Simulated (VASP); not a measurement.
Wanted: the native input for a VASP 6.6.1 run.

- Task: single point
- Functional: PBE
- Potentials or basis: VASP PAW PBE potentials, release 64 (Co, Te, H)
- Cutoff: 520 eV
- k mesh: 14 × 14 × 14
- Occupations: gaussian, width 0.1 eV
- Spin: no spin polarisation
- Dipole correction: no
- Further INCAR settings: ALGO = Normal; EDIFF = 1e-06; NBANDS = 15

The structure of CoTeH lies in POSCAR:

```
CoTeH
1.0
    3.4923332944      0.0000000000      0.0000000000
    0.0000000000      3.4923332944      0.0000000000
    0.0000000000      0.0000000000      3.2085693032
Co Te H
1 1 1
Direct
    0.5000000000      0.5000000000      0.5000000000
    0.0000000000      0.0000000000      0.0000000000
    0.5000000000      0.5000000000      0.0000000000
```

The input as run:

INCAR

```
SYSTEM = CoTeH
PREC = Accurate
ENCUT = 520
EDIFF = 1E-6
ISMEAR = 0
SIGMA = 0.1
LREAL = .FALSE.
LASPH = .TRUE.
NELM = 60
ALGO = Normal
ISIF = 2
LWAVE = .FALSE.
LCHARG = .TRUE.
GGA = PE
LELF = .TRUE.
LVHAR = .TRUE.
NBANDS = 15
```

KPOINTS

```
Automatic mesh
0
G
  14 14 14
  0 0 0
```

Potentials or basis: VASP PAW PBE potentials, release 64 (Co, Te, H).

Command:

```sh
$ cat potpaw_PBE.64/Co/POTCAR potpaw_PBE.64/Te/POTCAR potpaw_PBE.64/H/POTCAR > POTCAR
$ mpirun -np 1 vasp_std > vasp.out
```

Results of the run:

* Pressure: -0.1 GPa
* Band gap on the k mesh: zero (band 8 reaches 11.33 eV, above the bottom of band 9 at 8.83 eV)

Caveat: spin-orbit coupling is left out, which moves the levels of the heavy elements.

It took 74 s on 1 thread of Intel(R) Xeon(R) Platinum 8559C (Emerald Rapids), on a shared host, peak memory 0.3 GiB.
